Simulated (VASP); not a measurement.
BN, 2 atoms in the cell. It takes space group Fm-3m (No. 225, cubic). The conventional cell has a = 3.492 Å, b = 3.492 Å, c = 3.492 Å, α = 90.00°, β = 90.00°, γ = 90.00°. B (site symmetry m-3m) has 6 N at 1.75 Å within 2.3 Å. Within 2.3 Å of N (site symmetry m-3m) lie 6 B at 1.75 Å. 

* Program: VASP 6.6.1
* Task: single point
* Functional: HSE06
* Potentials or basis: VASP PAW PBE potentials, release 64 (B, N)
* Cutoff: 520 eV
* k mesh: 6 × 6 × 6
* Occupations: gaussian, width 0.01 eV
* Spin: no spin polarisation
* Dipole correction: no
* Grid for exact exchange (PRECFOCK): Normal
* Further INCAR settings: ALGO = Normal; EDIFF = 1e-06; NBANDS = 11
* Share of exact exchange: 0.25
* Screening parameter: 0.2079 1/Å

Potentials or basis: VASP PAW PBE potentials, release 64 (B, N).

Run with:

```sh
$ cat potpaw_PBE.64/B/POTCAR potpaw_PBE.64/N/POTCAR > POTCAR
$ cp INCAR.step1 INCAR
$ mpirun -np 1 vasp_std > vasp.out
$ cp INCAR.step2 INCAR
$ mpirun -np 1 vasp_std > vasp.out
```

Hardware: 1 thread of Intel Xeon 8259CL, on a shared host.

**Question.** Estimate the wall time of this run.

**Answer.** Wall time 2.3 min on 1 thread of Intel Xeon 8259CL, with other jobs on the host, peak memory 0.22 GiB. Counts: k points 16.
